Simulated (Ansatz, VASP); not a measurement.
## Two plane-wave programs on Sn

Contents of INCAR:

```
ALGO = Normal ; EDIFF = 1E-6
ENCUT = 520 ; GGA = CA
ISIF = 2 ; ISMEAR = -1
LASPH = True ; LCHARG = True
LELF = True ; LREAL = False
LVHAR = True ; LWAVE = False
NBANDS = 21 ; NELM = 100
PREC = Accurate ; SIGMA = 0.1
```

The input KPOINTS:

```
k-points
0
Gamma
  9 9 9
```

POSCAR

```
Sn
1.0
    0.0000000000      3.2380799619      3.2380799619
    3.2380799619      0.0000000000      3.2380799619
    3.2380799619      3.2380799619      0.0000000000
Sn
2
Direct
    0.5000000000      0.5000000000      0.5000000000
    0.7500000000      0.7500000000      0.7500000000
```

Input for Ansatz:

```yaml
crystal:
  lattice:
    - [0.0, 3.2380799619, 3.2380799619]
    - [3.2380799619, 0.0, 3.2380799619]
    - [3.2380799619, 3.2380799619, 0.0]
  atoms:
    - { symbol: Sn, position: [0.5, 0.5, 0.5] }
    - { symbol: Sn, position: [0.75, 0.75, 0.75] }
hamiltonian:
  xc: lda
  pseudopotentials:
    kind: paw
    azcp:
      Sn: "pseudopotentials/Sn.paw.azcp"
basis:
  ecutwfc: 420
  fft_grid_basis: typed
kpoints:
  mp_grid: { grid: [9, 9, 9], shift: [0, 0, 0] }
magnetization:
  spin_polarized: false
scf:
  occupations: { method: fermi_dirac, width: 0.1 }
  lower_state_search: "off"
output:
  stress: true
```

Alike in both runs: task single point; functional LDA; k mesh 9 × 9 × 9; occupations fermi-dirac, width 0.1 eV; no spin polarisation.

|  | VASP | Ansatz |
| --- | --- | --- |
| version | VASP 6.6.1 | Ansatz 0.2.0 |
| potentials or method | VASP PAW LDA potentials, release 64 (Sn_d), cutoff 520 eV | plane waves (420 eV) with PAW, scalar-relativistic |
| valence electrons in the cell | 28 | 28 |

```csv
,VASP,Ansatz,Ansatz less VASP
pressure (GPa),0.0,0.0,-0.01
```

Ansatz warns that its potentials were made for another functional, while VASP's fit it. LDA's correlation is that of Perdew and Zunger in VASP and of Perdew and Wang (1992) in Ansatz.
